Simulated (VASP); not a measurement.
Wanted: the native input for a VASP 6.6.1 run.

```
Task                   : single point
Functional             : PBEsol
Potentials or basis    : VASP PAW PBE potentials, release 64 (Ti_sv)
Cutoff                 : 520 eV
k mesh                 : 20 × 20 × 20
Occupations            : gaussian, width 0.15 eV
Spin                   : no spin polarisation
Dipole correction      : no
Further INCAR settings : ALGO = Normal; EDIFF = 1e-07; NBANDS = 12
```

The structure of Ti lies in POSCAR:

```
Ti
1.0
   -1.6410000000      1.3948500000      1.6410000000
    1.6410000000     -1.3948500000      1.6410000000
    1.6410000000      1.3948500000     -1.6410000000
Ti
1
Direct
    0.0000000000      0.0000000000      0.0000000000
```

This cell differs from its parent crystal: strain -0.1500 x Voigt [0, 1, 0, 0, 0, 0].

These files were run (other wordings do the same):

INCAR

```
  ALGO = Normal
  EDIFF = 1E-7
  ENCUT = 520
  GGA = PS
  ISIF = 2
  ISMEAR = 0
  LASPH = T
  LCHARG = F
  LREAL = F
  LWAVE = F
  NBANDS = 12
  NELM = 60
  PREC = Accurate
  SIGMA = 0.15
```

KPOINTS

```
k-points
0
Gamma
  20 20 20
```

Potentials or basis: VASP PAW PBE potentials, release 64 (Ti_sv).

Launch:

```console
$ cat potpaw_PBE.64/Ti_sv/POTCAR > POTCAR
$ mpirun -np 1 vasp_std > vasp.out
```

Results of the run:

```yaml
Pressure: 12.2 GPa
Band_gap_on_the_k_mesh: zero (band 6 reaches 10.49 eV, above the bottom of band 7 at 9.05 eV)
```

Caveat: the cell differs from its parent crystal (strain -0.1500 x Voigt [0, 1, 0, 0, 0, 0]); the PAW data sets were made with another functional, which shifts forces and pressure a little.

Run time: 34 s on 1 thread of Intel(R) Xeon(R) 6975P-C (Granite Rapids) (shared host), peak memory 0.22 GiB.
